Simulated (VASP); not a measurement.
# N (P4_2/mnm) in VASP: settings compared

The runs below take N through single point, with LDA, PBE.

All numbers are computed with VASP 6.6.1; they aren't measurements. Logs are shortened: lines on timing, memory, paths and dates and some standing lists are left out, and cuts for length are marked.

**1. The cell of the first run**

It takes space group P4_2/mnm (No. 136, tetragonal). Conventional cell: a = 3.961 Å, b = 3.961 Å, c = 5.133 Å, α = 90.00°, β = 90.00°, γ = 90.00°. Within 1.5 Å of N (site symmetry m2m) lie 1 N at 1.09 Å.

**2. Single point, LDA**

INCAR

```
ALGO = Normal
EDIFF = 1E-6
ENCUT = 520
GGA = CA
ISIF = 2
ISMEAR = 0
LASPH = True
LCHARG = False
LREAL = False
LWAVE = False
NBANDS = 18
NELM = 80
PREC = Accurate
SIGMA = 0.01
```

KPOINTS

```
k-points
0
Gamma
  4 4 4
```

POSCAR

```
N
1.0
    3.9609740433      0.0000000000      0.0000000000
    0.0000000000      3.9609740433      0.0000000000
    0.0000000000      0.0000000000      5.1331803146
N
4
Direct
    0.9024068167      0.9024068167      0.0000000000
    0.5975931833      0.4024068167      0.5000000000
    0.0975931833      0.0975931833      0.0000000000
    0.4024068167      0.5975931833      0.5000000000
```

Potentials or basis: VASP PAW LDA potentials, release 64 (N).

Launch:

```bash
cat potpaw_LDA.64/N/POTCAR > POTCAR
mpirun -np 1 vasp_std > vasp.out
```

OUTCAR:

```text
EDIFF = 1E-6
   ENCUT = 520
   GGA = CA
   ISIF = 2
   ISMEAR = 0
   LASPH = True
   LREAL = False
   NELM = 80
   PREC = Accurate

 ion  position               nearest neighbor table
   1  0.902  0.902  0.000-   3 1.09
   2  0.598  0.402  0.500-   4 1.09
   3  0.098  0.098  0.000-   1 1.09
   4  0.402  0.598  0.500-   2 1.09

  LATTYP: Found a simple tetragonal cell.
 ALAT       =     3.9609740433
 C/A-ratio  =     1.2959388924

  Lattice vectors:

 A1 = (   3.9609740433,   0.0000000000,   0.0000000000)
 A2 = (   0.0000000000,   3.9609740433,   0.0000000000)
 A3 = (   0.0000000000,   0.0000000000,   5.1331803146)

Analysis of symmetry for initial positions (statically):
=====================================================================
 Subroutine PRICEL returns:
 Original cell was already a primitive cell.

 Routine SETGRP: Setting up the symmetry group for a
 simple tetragonal supercell.

 Subroutine GETGRP returns: Found 16 space group operations
 (whereof  8 operations were pure point group operations)
 out of a pool of 16 trial point group operations.

The static configuration has the point symmetry D_2h.
 The point group associated with its full space group is D_4h.

Analysis of symmetry for dynamics (positions and initial velocities):
=====================================================================
 Subroutine PRICEL returns:
 Original cell was already a primitive cell.

 Routine SETGRP: Setting up the symmetry group for a
 simple tetragonal supercell.

 Subroutine GETGRP returns: Found 16 space group operations
 (whereof  8 operations were pure point group operations)
 out of a pool of 16 trial point group operations.

The dynamic configuration has the point symmetry D_2h.
 The point group associated with its full space group is D_4h.

 Subroutine INISYM returns: Found 16 space group operations
 (whereof  8 operations are pure point group operations),
 and found     1 'primitive' translations

----------------------------------------------------------------------------------------

                                     Primitive cell

  volume of cell :      80.5361

  direct lattice vectors                    reciprocal lattice vectors
     3.960974043  0.000000000  0.000000000     0.252463154  0.000000000  0.000000000
     0.000000000  3.960974043  0.000000000     0.000000000  0.252463154  0.000000000
     0.000000000  0.000000000  5.133180315     0.000000000  0.000000000  0.194811002

  length of vectors
     3.960974043  3.960974043  5.133180315     0.252463154  0.252463154  0.194811002

  position of ions in fractional coordinates (direct lattice)
     0.902406817  0.902406817  0.000000000
     0.597593183  0.402406817  0.500000000
     0.097593183  0.097593183  0.000000000
     0.402406817  0.597593183  0.500000000

  ion indices of the primitive-cell ions
   primitive index   ion index
                 1           1
                 2           2
                 3           3
                 4           4

----------------------------------------------------------------------------------------

 KPOINTS: k-points

Automatic generation of k-mesh.
 Grid dimensions read from file:
 generate k-points for:    4    4    4

 Generating k-lattice:

  Cartesian coordinates                     Fractional coordinates (reciprocal lattice)
     0.063115789  0.000000000  0.000000000     0.250000000  0.000000000  0.000000000
     0.000000000  0.063115789  0.000000000     0.000000000  0.250000000  0.000000000
     0.000000000  0.000000000  0.048702750     0.000000000  0.000000000  0.250000000

  Length of vectors
     0.063115789  0.063115789  0.048702750

  Shift w.r.t. Gamma in fractional coordinates (k-lattice)
     0.000000000  0.000000000  0.000000000

 Subroutine IBZKPT returns following result:
 ===========================================

 Found     18 irreducible k-points:

 Following reciprocal coordinates:
            Coordinates               Weight
  0.000000  0.000000  0.000000      1.000000
  0.250000  0.000000  0.000000      4.000000
  0.500000  0.000000  0.000000      2.000000
  0.250000  0.250000  0.000000      4.000000
  0.500000  0.250000  0.000000      4.000000
  0.500000  0.500000  0.000000      1.000000
[... 10 lines left out ...]
  0.500000  0.250000  0.500000      4.000000
  0.500000  0.500000  0.500000      1.000000
   k-points           NKPTS =     18   k-points in BZ     NKDIM =     18   number of bands    NBANDS=     18
   number of dos      NEDOS =    301   number of ions     NIONS =      4
   total plane-waves  NPLWV =  36000
   dimension x,y,z NGX =    30 NGY =   30 NGZ =   40
   dimension x,y,z NGXF=    60 NGYF=   60 NGZF=   80
   ions per type =               4
   NGX,Y,Z   is equivalent  to a cutoff of  12.59, 12.59, 12.95 a.u.
   NGXF,Y,Z  is equivalent  to a cutoff of  25.18, 25.18, 25.91 a.u.
 SYSTEM =  unknown system
   PREC   = accura    normal or accurate (medium, high low for compatibility)
   ISTART =      0    job   : 0-new  1-cont  2-samecut
   ICHARG =      2    charge: 1-file 2-atom 10-const
   ISPIN  =      1    spin polarized calculation?
   LNONCOLLINEAR =      F non collinear calculations
   LSORBIT =      F    spin-orbit coupling
   LASPH  =      T    aspherical Exc in radial PAW
   ENCUT  =  520.0 eV  38.22 Ry    6.18 a.u.   7.36  7.36  9.54*2*pi/ulx,y,z
   NELM   =     80;   NELMIN=  2; NELMDL= -5     # of ELM steps
   EDIFF  = 0.1E-05   stopping-criterion for ELM
   LREAL  =      F    real-space projection
   EDIFFG = 0.1E-04   stopping-criterion for IOM
   NSW    =      0    number of steps for IOM
   IBRION =     -1    ionic relax: 0-MD 1-quasi-New 2-CG
   NFREE  =      0    steps in history (QN), initial steepest desc. (CG)
   ISIF   =      2    stress and relaxation
   ISYM   =      2    0-nonsym 1-usesym 2-fastsym
   POTIM  = 0.5000    time-step for ionic-motion
   TEBEG  =    0.0;   TEEND  =   0.0 temperature during run
   PSTRESS=    0.0 pullay stress
   NELECT =      20.0000    total number of electrons
   NUPDOWN=      -1.0000    fix difference up-down
   EMIN   =  10.00;   EMAX   =-10.00  energy-range for DOS
   EFERMI =   0.00;   METHOD = LEGACY
   ISMEAR =     0;   SIGMA  =   0.01  broadening in eV -4-tet -1-fermi 0-gaus
   EFERMI_NEDOS =   21; number of points for ismear=-14 and -15
   IALGO  =     38    algorithm
   IMIX   =      4    mixing-type and parameters
     AMIX     =   0.40;   BMIX     =  1.00
     AMIX_MAG =   1.60;   BMIX_MAG =  1.00
  volume/ion in A,a.u.               =      20.13       135.87
  Fermi-wavevector in a.u.,A,eV,Ry     =   1.029014  1.944555 14.406801  1.058870
  Thomas-Fermi vector in A             =   2.163040
   LORBIT       =      0    0 simple, 1 ext, 2 COOP (PROOUT), +10 PAW based schemes
   GGA     = CA    functional components
   LHFCALC =     F    Hartree Fock is set to
   AEXX    =    0.0000 exact exchange contribution
   IVDW    =     0    specifies the selected vdW correction
   LEPSILON=     F    determine dielectric tensor
   LRPA    =     F    only Hartree local field effects (RPA)
 non-spin polarized calculation
 Gauss-broadening in eV      SIGMA  =   0.01
  energy-cutoff  :      520.00
  volume of cell :       80.54
 maximum number of plane-waves:      2212
 NGX is ok and might be reduce to    30
   NGX = 15   NGY = 15   NGZ = 19

 number of electron      20.0000002 magnetization

 Free energy of the ion-electron system (eV)
  ---------------------------------------------------
  ext. energy  EPLUGINS =         0.00000000
  ---------------------------------------------------
  free energy    TOTEN  =       -35.20697576 eV

  energy without entropy =      -35.20697576  energy(sigma->0) =      -35.20697576

 E-fermi :  -6.0540     XC(G=0):  -7.4501

 val. band max:       -6.1695657371   @ k =   0.5000   0.5000   0.5000
 cond. band min:       0.4285137649   @ k =   0.0000   0.0000   0.0000
 fundamental gap:      6.5980795020
 Fermi energy:        -6.0540432414

 k-point     1 :       0.0000    0.0000    0.0000
  band No.  band energies     occupation
      1     -24.6932      2.00000
      2     -24.6010      2.00000
      3      -9.2642      2.00000
      4      -9.2642      2.00000
      5      -8.5533      2.00000
      6      -7.8123      2.00000
[... 10 lines left out ...]
     17       7.9517      0.00000
     18      11.8630      0.00000

 k-point     2 :       0.2500    0.0000    0.0000
  band No.  band energies     occupation
      1     -24.6715      2.00000
      2     -24.6060      2.00000
      3      -9.4510      2.00000
      4      -9.4384      2.00000
      5      -8.4106      2.00000
      6      -8.0971      2.00000
[... 10 lines left out ...]
     17       8.3154      0.00000
     18      10.1281      0.00000

 k-point     3 :       0.5000    0.0000    0.0000
  band No.  band energies     occupation
      1     -24.6303      2.00000
      2     -24.6303      2.00000
      3      -9.6237      2.00000
      4      -9.6237      2.00000
      5      -8.0856      2.00000
      6      -8.0856      2.00000
[... 10 lines left out ...]
     17       9.4260      0.00000
     18       9.4260      0.00000

 k-point     4 :       0.2500    0.2500    0.0000
  band No.  band energies     occupation
      1     -24.6537      2.00000
      2     -24.6073      2.00000
      3      -9.5980      2.00000
      4      -9.5600      2.00000
      5      -8.2968      2.00000
      6      -8.2097      2.00000
[... 249 lines left out ...]
      4      -9.5130      2.00000
      5      -8.4962      2.00000
      6      -8.1005      2.00000
[... 10 lines left out ...]
     17       8.9525      0.00000
     18       9.4145      0.00000

 k-point    17 :       0.5000    0.2500    0.5000
  band No.  band energies     occupation
      1     -24.6215      2.00000
      2     -24.6215      2.00000
      3      -9.7075      2.00000
      4      -9.7075      2.00000
      5      -8.3265      2.00000
      6      -8.3265      2.00000
[... 10 lines left out ...]
     17       8.8362      0.00000
     18       8.8362      0.00000

 k-point    18 :       0.5000    0.5000    0.5000
  band No.  band energies     occupation
      1     -24.6135      2.00000
      2     -24.6135      2.00000
      3      -9.7628      2.00000
      4      -9.7628      2.00000
      5      -8.3377      2.00000
      6      -8.3377      2.00000
[... 10 lines left out ...]
     17       8.5509      0.00000
     18       8.5509      0.00000

------------------------ aborting loop because EDIFF is reached ----------------------------------------

  FORCE on cell =-STRESS in cart. coord.  units (eV):
  Direction    XX          YY          ZZ          XY          YZ          ZX
  --------------------------------------------------------------------------------------
  -------------------------------------------------------------------------------------
  Total        1.3737741      1.3737741     -0.3319816     -0.0000000      0.0000000      0.0000000
  in kB       27.3297325     27.3297325     -6.6044112     -0.0000000      0.0000000      0.0000000
  external PRESSURE =      16.0183513 kB  Pullay stress =       0.0000000 kB

 VOLUME and BASIS-vectors are now :
 -----------------------------------------------------------------------------
  energy-cutoff  :      520.00
  volume of cell :       80.54
      direct lattice vectors                 reciprocal lattice vectors
     3.960974043  0.000000000  0.000000000     0.252463154  0.000000000  0.000000000
     0.000000000  3.960974043  0.000000000     0.000000000  0.252463154  0.000000000
     0.000000000  0.000000000  5.133180315     0.000000000  0.000000000  0.194811002

 POSITION                                       TOTAL-FORCE (eV/Angst)
 -----------------------------------------------------------------------------------
      3.57441      3.57441      0.00000        -1.115661     -1.115661      0.000000
      2.36705      1.59392      2.56659         1.115661     -1.115661     -0.000000
      0.38656      0.38656      0.00000         1.115661      1.115661     -0.000000
      1.59392      2.36705      2.56659        -1.115661      1.115661     -0.000000
 -----------------------------------------------------------------------------------
    total drift:                               -0.000000     -0.000000     -0.000000

  FREE ENERGIE OF THE ION-ELECTRON SYSTEM (eV)
  ---------------------------------------------------
  free  energy   TOTEN  =       -35.2069757636 eV

  energy  without entropy=      -35.2069757636  energy(sigma->0) =      -35.20697576
```

Run time: 18 s. Hardware: 1 thread of AMD EPYC 9R45 (Zen 5), shared host; peak memory 0.12 GiB.

What came out:

```
Free energy            : -35.2070 eV
Pressure               : 1.6 GPa
Largest force          : 1.578 eV/Å
Band gap on the k mesh : 6.60 eV, indirect (least direct gap 6.84 eV)
```

Forces in eV/Å, atoms in the order of the input:
```
N   -1.116 -1.116  0.000
N    1.116 -1.116  0.000
N    1.116  1.116  0.000
N   -1.116  1.116  0.000
```

Levels at points of the mesh, in eV from the valence-band top:
```tsv
k point	band 8	band 9	band 10	band 11	band 12	band 13
(0.00, 0.00, 0.00)	-1.53	-1.32	-0.24	6.60	7.71	8.12
(0.50, 0.00, 0.00)	-1.89	-0.29	-0.29	7.87	7.87	7.88
(0.50, 0.50, 0.00)	-1.85	-0.05	-0.05	7.56	7.56	8.79
(0.00, 0.00, 0.50)	-1.67	-0.53	-0.53	7.11	7.11	8.11
(0.50, 0.00, 0.50)	-1.65	-0.38	-0.38	7.41	7.41	8.25
(0.50, 0.50, 0.50)	-1.91	0.00	0.00	7.62	7.62	8.79
```

Caveat: the standard files for N, O and F lose accuracy on very short bonds; forces of over 1 eV/Å act on the atoms, so gaps and moduli don't describe the material at rest.

**3. Single point, PBE**

INCAR

```
SYSTEM = N
PREC = Accurate ; ENCUT = 520
EDIFF = 1E-6 ; ISMEAR = 0
SIGMA = 0.01 ; LREAL = .FALSE.
LASPH = .TRUE. ; NELM = 80
ALGO = Normal ; ISIF = 2
LWAVE = .FALSE. ; LCHARG = .FALSE.
GGA = PE ; NBANDS = 18
```

KPOINTS

```
regular mesh
0
G
  4 4 4
  0 0 0
```

POSCAR is that of step 2.

Potentials or basis: VASP PAW PBE potentials, release 64 (N).

Launch:

```bash
cat potpaw_PBE.64/N/POTCAR > POTCAR
mpirun -np 1 vasp_std > vasp.out
```

Wall time 19 s (1 thread of AMD EPYC 9R45 (Zen 5), shared host); peak memory 0.14 GiB.

Results (log left out):

* Free energy: -33.2206 eV
* Pressure: 5.3 GPa
* Largest force: 3.106 eV/Å
* Band gap on the k mesh: 6.80 eV, indirect (least direct gap 7.04 eV)

Forces on the atoms (eV/Å):
```
N   -2.196 -2.196  0.000
N    2.196 -2.196  0.000
N    2.196  2.196  0.000
N   -2.196  2.196  0.000
```

Stress tensor (GPa, compression positive):
```
7.50 0.00 0.00
0.00 7.50 0.00
0.00 0.00 0.84
```

Levels at points of the mesh, in eV from the valence-band top:
| k point | band 8 | band 9 | band 10 | band 11 | band 12 | band 13 |
| --- | --- | --- | --- | --- | --- | --- |
| (0.00, 0.00, 0.00) | -1.43 | -1.22 | -0.23 | 6.80 | 7.86 | 8.26 |
| (0.50, 0.00, 0.00) | -1.80 | -0.27 | -0.27 | 8.03 | 8.03 | 8.03 |
| (0.50, 0.50, 0.00) | -1.74 | -0.05 | -0.05 | 7.74 | 7.74 | 8.91 |
| (0.00, 0.00, 0.50) | -1.57 | -0.49 | -0.49 | 7.29 | 7.29 | 8.25 |
| (0.50, 0.00, 0.50) | -1.55 | -0.35 | -0.35 | 7.59 | 7.59 | 8.38 |
| (0.50, 0.50, 0.50) | -1.80 | 0.00 | 0.00 | 7.80 | 7.80 | 8.91 |

Caveat: the standard files for N, O and F lose accuracy on very short bonds; forces of over 1 eV/Å act on the atoms, so gaps and moduli don't describe the material at rest. A k mesh can miss the band edges.
